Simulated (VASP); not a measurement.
# SiC (I-4m2) in VASP: further runs

The runs below take SiC through single point, with PBE.

All numbers are computed with VASP 6.6.1; they aren't measurements. Logs are shortened: lines on timing, memory, paths and dates and some standing lists are left out, and cuts for length are marked.

**1. The cell of the first run**

Symmetry: I-4m2, No. 119, tetragonal system. The conventional cell has a = 2.982 Å, b = 2.982 Å, c = 4.283 Å, α = 90.00°, β = 90.00°, γ = 90.00°. Si (site symmetry -4m2) has 4 C at 1.84 Å within 2.4 Å. Within 2.4 Å of C (site symmetry -4m2) lie 4 Si at 1.84 Å.

**2. Single point, PBE (strain -0.030 along x and y, -0.015 along z)**

File INCAR:

```
SYSTEM = SiC
PREC = Accurate
ENCUT = 520
EDIFF = 1E-6
ISMEAR = 0
SIGMA = 0.05
LREAL = .False.
LASPH = .True.
NELM = 100
ALGO = Normal
ISIF = 2
LWAVE = .False.
LCHARG = .False.
GGA = PE
NBANDS = 11
```

File KPOINTS:

```
Automatic mesh
0
Gamma
  12 12 12
  0 0 0
```

File POSCAR:

```
SiC
1.0
    0.0000000000      2.1087800000      2.1413900000
    2.1087800000      0.0000000000      2.1413900000
    2.1087800000      2.1087800000      0.0000000000
Si C
1 1
Direct
    0.0000000000      0.0000000000      0.0000000000
    0.7500000000      0.7500000000      0.7500000000
```

Potentials or basis: VASP PAW PBE potentials, release 64 (Si, C).

The run is started by

```sh
cat potpaw_PBE.64/Si/POTCAR potpaw_PBE.64/C/POTCAR > POTCAR
mpirun -np 1 vasp_std > vasp.out
```

OUTCAR:

```text
SYSTEM = SiC
   PREC = Accurate
   ENCUT = 520
   EDIFF = 1E-6
   ISMEAR = 0
   LREAL = .False.
   LASPH = .True.
   NELM = 100
   ISIF = 2
   GGA = PE

 ion  position               nearest neighbor table
   1  0.000  0.000  0.000-   2 1.84   2 1.84   2 1.84   2 1.84
   2  0.750  0.750  0.750-   1 1.84   1 1.84   1 1.84   1 1.84

  LATTYP: Found a body centered tetragonal cell.
 ALAT       =     2.9822652761
 C/A-ratio  =     1.4360828443

  Lattice vectors:

 A1 = (  -2.1087800000,   0.0000000000,   2.1413900000)
 A2 = (   2.1087800000,   0.0000000000,   2.1413900000)
 A3 = (   0.0000000000,   2.1087800000,  -2.1413900000)

Analysis of symmetry for initial positions (statically):
=====================================================================
 Subroutine PRICEL returns:
 Original cell was already a primitive cell.

 Routine SETGRP: Setting up the symmetry group for a
 body centered tetragonal supercell.

 Subroutine GETGRP returns: Found  8 space group operations
 (whereof  8 operations were pure point group operations)
 out of a pool of 16 trial point group operations.

The static configuration has the point symmetry D_2d.

Analysis of symmetry for dynamics (positions and initial velocities):
=====================================================================
 Subroutine PRICEL returns:
 Original cell was already a primitive cell.

 Routine SETGRP: Setting up the symmetry group for a
 body centered tetragonal supercell.

 Subroutine GETGRP returns: Found  8 space group operations
 (whereof  8 operations were pure point group operations)
 out of a pool of 16 trial point group operations.

The dynamic configuration has the point symmetry D_2d.

 Subroutine INISYM returns: Found  8 space group operations
 (whereof  8 operations are pure point group operations),
 and found     1 'primitive' translations

----------------------------------------------------------------------------------------

                                     Primitive cell

  volume of cell :      19.0453

  direct lattice vectors                    reciprocal lattice vectors
     0.000000000  2.108780000  2.141390000    -0.237103918  0.237103918  0.233493198
     2.108780000  0.000000000  2.141390000     0.237103918 -0.237103918  0.233493198
     2.108780000  2.108780000  0.000000000     0.237103918  0.237103918 -0.233493198

  length of vectors
     3.005412488  3.005412488  2.982265276     0.408602018  0.408602018  0.408602018

  position of ions in fractional coordinates (direct lattice)
     0.000000000  0.000000000  0.000000000
[... 88 lines left out ...]
   PSTRESS=    0.0 pullay stress
   NELECT =       8.0000    total number of electrons
   NUPDOWN=      -1.0000    fix difference up-down
   EMIN   =  10.00;   EMAX   =-10.00  energy-range for DOS
   EFERMI =   0.00;   METHOD = LEGACY
   ISMEAR =     0;   SIGMA  =   0.05  broadening in eV -4-tet -1-fermi 0-gaus
   EFERMI_NEDOS =   21; number of points for ismear=-14 and -15
   IALGO  =     38    algorithm
   IMIX   =      4    mixing-type and parameters
     AMIX     =   0.40;   BMIX     =  1.00
     AMIX_MAG =   1.60;   BMIX_MAG =  1.00
  volume/ion in A,a.u.               =       9.52        64.26
  Fermi-wavevector in a.u.,A,eV,Ry     =   1.226052  2.316901 20.452310  1.503202
  Thomas-Fermi vector in A             =   2.361067
   LORBIT       =      0    0 simple, 1 ext, 2 COOP (PROOUT), +10 PAW based schemes
   GGA     = PE    functional components
   LHFCALC =     F    Hartree Fock is set to
   AEXX    =    0.0000 exact exchange contribution
   IVDW    =     0    specifies the selected vdW correction
   LEPSILON=     F    determine dielectric tensor
   LRPA    =     F    only Hartree local field effects (RPA)
 non-spin polarized calculation
 Gauss-broadening in eV      SIGMA  =   0.05
  energy-cutoff  :      520.00
  volume of cell :       19.05
 maximum number of plane-waves:       532
 NGX is ok and might be reduce to    24
   NGX = 11   NGY = 11   NGZ = 11

 number of electron       7.9999999 magnetization

 Free energy of the ion-electron system (eV)
  ---------------------------------------------------
  ext. energy  EPLUGINS =         0.00000000
  ---------------------------------------------------
  free energy    TOTEN  =       -14.91686898 eV

  energy without entropy =      -14.91686898  energy(sigma->0) =      -14.91686898

 E-fermi :   9.2980     XC(G=0): -11.7225

 val. band max:        9.1016294704   @ k =   0.0000   0.0000   0.0000
 cond. band min:      10.2918969387   @ k =   0.5000   0.0000   0.5000
 fundamental gap:      1.1902674683
 Fermi energy:         9.2980179774

 k-point     1 :       0.0000    0.0000    0.0000
  band No.  band energies     occupation
      1      -7.0043      2.00000
      2       8.9926      2.00000
      3       9.1016      2.00000
      4       9.1016      2.00000
      5      16.2776      0.00000
      6      16.9634      0.00000
      7      16.9634      0.00000
      8      16.9981      0.00000
      9      23.8094      0.00000
     10      24.3203      0.00000
     11      26.5903      0.00000
[... 309 lines left out ...]
 k-point    24 :      -0.4167    0.1667    0.0000
  band No.  band energies     occupation
      1      -2.7752      2.00000
      2       0.6258      2.00000
      3       5.7595      2.00000
      4       7.6176      2.00000
      5      14.5780      0.00000
      6      17.4190      0.00000
      7      18.1503      0.00000
      8      20.9876      0.00000
      9      24.7424      0.00000
     10      25.1681      0.00000
     11      28.0901      0.00000

 [... further k-points ...]

------------------------ aborting loop because EDIFF is reached ----------------------------------------

  FORCE on cell =-STRESS in cart. coord.  units (eV):
  Direction    XX          YY          ZZ          XY          YZ          ZX
  --------------------------------------------------------------------------------------
  -------------------------------------------------------------------------------------
  Total        3.1379554      3.1379554      2.6511440      0.0000000      0.0000000      0.0000000
  in kB      263.9787909    263.9787909    223.0260424      0.0000000      0.0000000      0.0000000
  external PRESSURE =     250.3278747 kB  Pullay stress =       0.0000000 kB

 VOLUME and BASIS-vectors are now :
 -----------------------------------------------------------------------------
  energy-cutoff  :      520.00
  volume of cell :       19.05
      direct lattice vectors                 reciprocal lattice vectors
     0.000000000  2.108780000  2.141390000    -0.237103918  0.237103918  0.233493198
     2.108780000  0.000000000  2.141390000     0.237103918 -0.237103918  0.233493198
     2.108780000  2.108780000  0.000000000     0.237103918  0.237103918 -0.233493198

 POSITION                                       TOTAL-FORCE (eV/Angst)
 -----------------------------------------------------------------------------------
      0.00000      0.00000      0.00000         0.000000      0.000000      0.000000
      3.16317      3.16317      3.21209        -0.000000     -0.000000     -0.000000
 -----------------------------------------------------------------------------------
    total drift:                               -0.000000     -0.000000     -0.000000

  FREE ENERGIE OF THE ION-ELECTRON SYSTEM (eV)
  ---------------------------------------------------
  free  energy   TOTEN  =       -14.9168689774 eV

  energy  without entropy=      -14.9168689774  energy(sigma->0) =      -14.91686898
```

It took 16 s on 1 thread of AMD EPYC 9R45 (Zen 5), shared host; peak memory 0.12 GiB.

What came out:

* Free energy: -14.9169 eV
* Pressure: 25.0 GPa
* Band gap on the k mesh: 1.19 eV, indirect (least direct gap 4.60 eV)

Caveat: the cell differs from its parent crystal (strain -0.030 along x and y, -0.015 along z).

**3. Single point, PBE (strain -0.030 along x and y, +0.000 along z)**

File INCAR:

```
  ALGO = Normal
  EDIFF = 1E-7
  ENCUT = 520
  GGA = PE
  ISIF = 2
  ISMEAR = 0
  LASPH = True
  LCHARG = False
  LREAL = False
  LWAVE = False
  NBANDS = 11
  NELM = 100
  PREC = Accurate
  SIGMA = 0.05
```

File KPOINTS:

```
k-points
0
Gamma
  12 12 12
```

File POSCAR:

```
SiC
1.0
    0.0000000000      2.1087800000      2.1740000000
    2.1087800000      0.0000000000      2.1740000000
    2.1087800000      2.1087800000      0.0000000000
Si C
1 1
Direct
    0.0000000000      0.0000000000      0.0000000000
    0.7500000000      0.7500000000      0.7500000000
```

Potentials or basis: VASP PAW PBE potentials, release 64 (Si, C).

The run is started by

```sh
cat potpaw_PBE.64/Si/POTCAR potpaw_PBE.64/C/POTCAR > POTCAR
mpirun -np 1 vasp_std > vasp.out
```

It took 17 s on 1 thread of AMD EPYC 9R45 (Zen 5), shared host; peak memory 0.12 GiB.

The run converged. Its results:

```yaml
Free_energy: -14.9506 eV
Pressure: 20.5 GPa
Band_gap_on_the_k_mesh: 1.12 eV, indirect (least direct gap 4.57 eV)
```

Stress tensor (GPa, compression positive):
```
23.29  0.00  0.00
 0.00 23.29  0.00
 0.00  0.00 14.86
```

Levels at points of the mesh, in eV from the valence-band top:
```csv
k point,band 1,band 2,band 3,band 4,band 5,band 6,band 7,band 8,band 9
"(0.00, 0.00, 0.00)",-16.02,-0.22,0.00,0.00,6.95,7.70,7.70,7.77,14.31
"(0.50, 0.00, 0.00)",-12.19,-8.99,-1.34,-0.94,5.85,7.32,7.68,10.37,16.88
"(0.50, 0.50, 0.00)",-10.85,-8.36,-3.16,-3.16,1.42,4.85,14.86,14.86,15.30
"(0.50, 0.00, 0.50)",-10.59,-7.96,-3.53,-3.48,1.12,4.31,14.18,15.23,15.78
```

Caveat: the cell differs from its parent crystal (strain -0.030 along x and y, +0.000 along z). A k mesh can miss the band edges.

**4. Single point, PBE (strain -0.030 along x and y, +0.015 along z)**

File INCAR:

```
PREC     = Accurate       # precision mode
ENCUT    = 520            # plane-wave cutoff, eV
EDIFF    = 1E-6           # SCF threshold, eV
ISMEAR   = 0              # smearing method
SIGMA    = 0.05           # smearing width, eV
LREAL    = F              # projectors in reciprocal space
LASPH    = T              # aspherical terms in the spheres
NELM     = 100            # most SCF steps
ALGO     = Normal         # electronic algorithm
ISIF     = 2              # what is computed and relaxed
LWAVE    = F              # write WAVECAR
LCHARG   = F              # write CHGCAR
GGA      = PE             # functional
NBANDS   = 11             # bands
```

File KPOINTS:

```
regular mesh
0
Gamma
  12 12 12
```

File POSCAR:

```
SiC
1.0
    0.0000000000      2.1087800000      2.2066100000
    2.1087800000      0.0000000000      2.2066100000
    2.1087800000      2.1087800000      0.0000000000
Si C
1 1
Direct
    0.0000000000      0.0000000000      0.0000000000
    0.7500000000      0.7500000000      0.7500000000
```

The run is started by

```sh
cat potpaw_PBE.64/Si/POTCAR potpaw_PBE.64/C/POTCAR > POTCAR
mpirun -np 1 vasp_std > vasp.out
```

Wall time 16 s (1 thread of AMD EPYC 9R45 (Zen 5), shared host); peak memory 0.12 GiB.

The run converged. Its results:

```
Free energy            : -14.9710 eV
Pressure               : 16.2 GPa
Band gap on the k mesh : 1.06 eV, indirect (least direct gap 4.54 eV)
```

Stress tensor (GPa, compression positive):
```
20.52  0.00  0.00
 0.00 20.52  0.00
 0.00  0.00  7.57
```

Levels at points of the mesh, in eV from the valence-band top:
```csv
k point,band 1,band 2,band 3,band 4,band 5,band 6,band 7,band 8
"(0.00, 0.00, 0.00)",-15.94,-0.34,0.00,0.00,6.72,7.54,7.54,7.64
"(0.50, 0.00, 0.00)",-12.17,-8.95,-1.48,-0.88,5.53,7.25,7.70,10.27
"(0.50, 0.50, 0.00)",-10.92,-8.47,-3.06,-3.06,1.49,4.93,14.68,14.68
"(0.50, 0.00, 0.50)",-10.54,-7.88,-3.60,-3.52,1.06,4.13,13.68,15.22
```

Caveat: the cell differs from its parent crystal (strain -0.030 along x and y, +0.015 along z).

[end of part 1 of 2]
